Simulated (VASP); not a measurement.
# La2O: single point with PBE

The system is La2O.

```xyz
6
Lattice="-2.5446 2.5446 5.6427 2.5446 -2.5446 5.6427 2.5446 2.5446 -5.6427" Properties=species:S:1:pos:R:3 pbc="T T T"
La    0.0000    0.0000    8.6242
La    0.0000    0.0000    2.6612
La    0.0000    2.5446    0.1602
La    0.0000    2.5446    5.4825
O     0.0000    2.5446    2.8213
O     0.0000    0.0000    0.0000
```

| Item | Value |
| --- | --- |
| Program | VASP 6.6.1 |
| Task | single point |
| Functional | PBE |
| Potentials or basis | VASP PAW PBE potentials, release 64 (La, O) |
| Cutoff | 520 eV |
| k mesh | 8 × 8 × 8 |
| Occupations | gaussian, width 0.1 eV |
| Spin | no spin polarisation |

```yaml
Pressure: -0.1 GPa
Largest_force: 0.007 eV/Å
Band_gap_on_the_k_mesh: zero (bands 28 and 29 overlap by 1.39 eV)
```

Forces on the atoms (eV/Å):
```
La   0.000  0.000  0.007
La   0.000  0.000 -0.007
La   0.000  0.000  0.007
La   0.000  0.000 -0.007
O    0.000  0.000  0.000
O    0.000  0.000  0.000
```

Levels at points of the mesh, in eV from the Fermi level:
```
           k point  band 24  band 25  band 26  band 27  band 28  band 29  band 30  band 31  band 32  band 33
(0.00, 0.00, 0.00)    -3.64    -2.50    -1.40    -1.32     0.26     0.26     0.47     0.47     0.83     1.34
(0.50, 0.00, 0.00)    -3.76    -0.53    -0.43    -0.28    -0.24    -0.22     0.69     0.81     0.93     1.14
(0.50, 0.50, 0.00)    -4.92    -0.72    -0.72     0.44     0.44     0.65     0.65     1.06     1.06     1.61
(0.50, 0.50, 0.50)    -3.64    -1.74    -1.74    -1.45    -1.45    -0.63    -0.63     1.42     1.42     1.84
```

Run time: 5.6 min on 1 thread of Intel(R) Xeon(R) 6975P-C (Granite Rapids), on a shared host, peak memory 0.53 GiB.

Caveat: spin-orbit coupling is left out, which moves the levels of the heavy elements.
